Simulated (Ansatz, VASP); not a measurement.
## One calculation of C, two programs

Contents of INCAR:

```
SYSTEM = C
PREC = Accurate
ENCUT = 520
EDIFF = 1E-6
ISMEAR = 0
SIGMA = 0.01
LREAL = Auto
LASPH = .TRUE.
NELM = 80
ALGO = Normal
ISIF = 2
LWAVE = .FALSE.
LCHARG = .FALSE.
GGA = PE
IVDW = 12
NBANDS = 96
```

File KPOINTS:

```
regular mesh
0
G
  3 3 3
  0 0 0
```

File POSCAR:

```
C
1.0
    0.0000000000      7.3947702681      0.0000000000
    6.4040254751      3.6973851341     -0.0323746861
    0.6685385191      3.6973851341     -6.7513570771
C
36
Direct
    0.3889141755      0.7222286788      0.4999429703
    0.3889141755      0.0555620121      0.4999429703
    0.3889141755      0.3888953454      0.4999429703
    0.0555808421      0.7222286788      0.4999429703
    0.3889141755      0.5555620121      0.9999429703
    0.0555808421      0.0555620121      0.4999429703
    0.3889141755      0.8888953454      0.9999429703
    0.0555808421      0.3888953454      0.4999429703
    0.3889141755      0.2222286788      0.9999429703
    0.7222475088      0.7222286788      0.4999429703
    0.0555808421      0.5555620121      0.9999429703
    0.7222475088      0.0555620121      0.4999429703
    0.0555808421      0.8888953454      0.9999429703
    0.7222475088      0.3888953454      0.4999429703
    0.0555808421      0.2222286788      0.9999429703
    0.7222475088      0.5555620121      0.9999429703
    0.7222475088      0.8888953454      0.9999429703
    0.7222475088      0.2222286788      0.9999429703
    0.9444191579      0.1111046546      0.0000570297
    0.9444191579      0.4444379879      0.0000570297
    0.9444191579      0.7777713212      0.0000570297
    0.6110858245      0.1111046546      0.0000570297
    0.9444191579      0.9444379879      0.5000570297
    0.6110858245      0.4444379879      0.0000570297
    0.9444191579      0.2777713212      0.5000570297
    0.6110858245      0.7777713212      0.0000570297
    0.9444191579      0.6111046546      0.5000570297
    0.2777524912      0.1111046546      0.0000570297
    0.6110858245      0.9444379879      0.5000570297
    0.2777524912      0.4444379879      0.0000570297
    0.6110858245      0.2777713212      0.5000570297
    0.2777524912      0.7777713212      0.0000570297
    0.6110858245      0.6111046546      0.5000570297
    0.2777524912      0.9444379879      0.5000570297
    0.2777524912      0.2777713212      0.5000570297
    0.2777524912      0.6111046546      0.5000570297
```

Input for Ansatz:

```yaml
crystal:
  lattice:
    - [0.0, 7.3947702681, 0.0]
    - [6.4040254751, 3.6973851341, -0.0323746861]
    - [0.6685385191, 3.6973851341, -6.7513570771]
  atoms:
    - { symbol: C, position: [0.3889141755, 0.7222286788, 0.4999429703] }
    - { symbol: C, position: [0.3889141755, 0.0555620121, 0.4999429703] }
    - { symbol: C, position: [0.3889141755, 0.3888953454, 0.4999429703] }
    - { symbol: C, position: [0.0555808421, 0.7222286788, 0.4999429703] }
    - { symbol: C, position: [0.3889141755, 0.5555620121, 0.9999429703] }
    - { symbol: C, position: [0.0555808421, 0.0555620121, 0.4999429703] }
    - { symbol: C, position: [0.3889141755, 0.8888953454, 0.9999429703] }
    - { symbol: C, position: [0.0555808421, 0.3888953454, 0.4999429703] }
    - { symbol: C, position: [0.3889141755, 0.2222286788, 0.9999429703] }
    - { symbol: C, position: [0.7222475088, 0.7222286788, 0.4999429703] }
    - { symbol: C, position: [0.0555808421, 0.5555620121, 0.9999429703] }
    - { symbol: C, position: [0.7222475088, 0.0555620121, 0.4999429703] }
    - { symbol: C, position: [0.0555808421, 0.8888953454, 0.9999429703] }
    - { symbol: C, position: [0.7222475088, 0.3888953454, 0.4999429703] }
    - { symbol: C, position: [0.0555808421, 0.2222286788, 0.9999429703] }
    - { symbol: C, position: [0.7222475088, 0.5555620121, 0.9999429703] }
    - { symbol: C, position: [0.7222475088, 0.8888953454, 0.9999429703] }
    - { symbol: C, position: [0.7222475088, 0.2222286788, 0.9999429703] }
    - { symbol: C, position: [0.9444191579, 0.1111046546, 5.70297e-05] }
    - { symbol: C, position: [0.9444191579, 0.4444379879, 5.70297e-05] }
    - { symbol: C, position: [0.9444191579, 0.7777713212, 5.70297e-05] }
    - { symbol: C, position: [0.6110858245, 0.1111046546, 5.70297e-05] }
    - { symbol: C, position: [0.9444191579, 0.9444379879, 0.5000570297] }
    - { symbol: C, position: [0.6110858245, 0.4444379879, 5.70297e-05] }
    - { symbol: C, position: [0.9444191579, 0.2777713212, 0.5000570297] }
    - { symbol: C, position: [0.6110858245, 0.7777713212, 5.70297e-05] }
    - { symbol: C, position: [0.9444191579, 0.6111046546, 0.5000570297] }
    - { symbol: C, position: [0.2777524912, 0.1111046546, 5.70297e-05] }
    - { symbol: C, position: [0.6110858245, 0.9444379879, 0.5000570297] }
    - { symbol: C, position: [0.2777524912, 0.4444379879, 5.70297e-05] }
    - { symbol: C, position: [0.6110858245, 0.2777713212, 0.5000570297] }
    - { symbol: C, position: [0.2777524912, 0.7777713212, 5.70297e-05] }
    - { symbol: C, position: [0.6110858245, 0.6111046546, 0.5000570297] }
    - { symbol: C, position: [0.2777524912, 0.9444379879, 0.5000570297] }
    - { symbol: C, position: [0.2777524912, 0.2777713212, 0.5000570297] }
    - { symbol: C, position: [0.2777524912, 0.6111046546, 0.5000570297] }
basis:
  ecutwfc: 420
  xc_grid: 2
kpoints:
  mp_grid: { grid: [3, 3, 3], shift: [0.0, 0.0, 0.0] }
hamiltonian:
  xc: pbe
  dispersion: d3bj
scf:
  occupations: { method: gaussian, width: 0.01 }
output:
  forces: true
  stress: true
  eigenvalues: true
  write_density: true
  write_potential: true
  elf: true
  volumetric_format: npy
```

Alike in both runs: task single point; functional PBE; dispersion D3(BJ); k mesh 3 × 3 × 3; occupations gaussian, width 0.01 eV; no spin polarisation.

```csv
,VASP,Ansatz
version,VASP 6.6.1,Ansatz 0.2.0
potentials or method,"VASP PAW PBE potentials, release 64 (C), cutoff 520 eV","scalar-relativistic, plane waves, PAW"
valence electrons in the cell,144,144
```

VASP gave:

| Quantity | Value |
| --- | --- |
| gap on the k mesh at the Fermi level (eV) | 0.63 |
| least direct gap on the mesh (eV) | 0.63 |
| pressure (GPa) | 0.4 |
| traceless stress, the component that is largest in VASP (GPa) | -0.98 |
| rms of the force components (eV/Å) | 0.014 |

Estimate Ansatz's values.

gap on the k mesh at the Fermi level (eV): 0.63; least direct gap on the mesh (eV): 0.63; pressure (GPa): 0.0; traceless stress, the component that is largest in VASP (GPa): -0.47; rms of the force components (eV/Å): 0.015.

Atom by atom the forces differ by 0.001 eV/Å (rms over components).
